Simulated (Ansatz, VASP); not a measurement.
## Rh: VASP beside Ansatz

```
CELL_PARAMETERS angstrom
3.50142 0.00000 0.00000
-1.75071 3.03232 0.00000
0.00000 0.00000 3.97248
ATOMIC_POSITIONS crystal
Rh 0.22540 0.00000 0.33333
Rh 0.00000 0.22540 0.66667
Rh 0.77460 0.77460 0.00000
```

Alike in both runs: task relaxation of cell and atoms; functional r2SCAN; k mesh 6 × 6 × 4; occupations gaussian, width 0.1 eV; no spin polarisation.

|  | VASP | Ansatz |
| --- | --- | --- |
| version | VASP 6.6.1 | Ansatz 0.2.0 |
| potentials or method | VASP PAW PBE potentials, release 64 (Rh_pv), cutoff 600 eV | scalar-relativistic, plane waves, PAW |
| valence electrons in the cell | 45 | 51 |

|  | VASP | Ansatz | Ansatz less VASP |
| --- | --- | --- | --- |
| gap on the k mesh at the Fermi level, each at its own relaxed structure (eV) | none | none | - |
| relaxed volume (Å³/atom) | 15.91 | 15.87 | -0.040 |
| relaxed cell length with the largest relative difference (Å) | 3.587 | 3.584 | -0.0032 |

VASP's potentials were made for PBE, not for r2SCAN. A gap of «none» marks a metal or a gap that the smearing closes. VASP's potentials hold 45 valence electrons a cell and Ansatz's 51, so a difference there can come from the potentials and not from the codes.

The k mesh is coarse, so the values compare programs but aren't converged.
